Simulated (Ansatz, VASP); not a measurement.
**Na: VASP beside Ansatz**

```
Na
1.0
     3.48898    0.00000    0.00000
     0.00000    3.48898    0.00000
     0.00000    0.00000    3.48898
Na
1
Cartesian
  0.0000 0.0000 0.0000
```

Alike in both runs: task single point; functional RPBE; k mesh 10 × 10 × 10; occupations fermi-dirac, width 0.1 eV; no spin polarisation.

|  | VASP | Ansatz |
| --- | --- | --- |
| version | VASP 6.6.1 | Ansatz 0.2.0 |
| potentials or method | VASP PAW PBE potentials, release 64 (Na_pv), cutoff 520 eV | plane waves (420 eV) with PAW, scalar-relativistic |
| valence electrons in the cell | 7 | 9 |

|  | VASP | Ansatz | Ansatz less VASP |
| --- | --- | --- | --- |
| pressure (GPa) | 0.0 | 0.0 | -0.05 |

VASP's potentials were made for PBE, not for RPBE. VASP's potentials hold 7 valence electrons a cell and Ansatz's 9, so a difference there can come from the potentials and not from the codes.
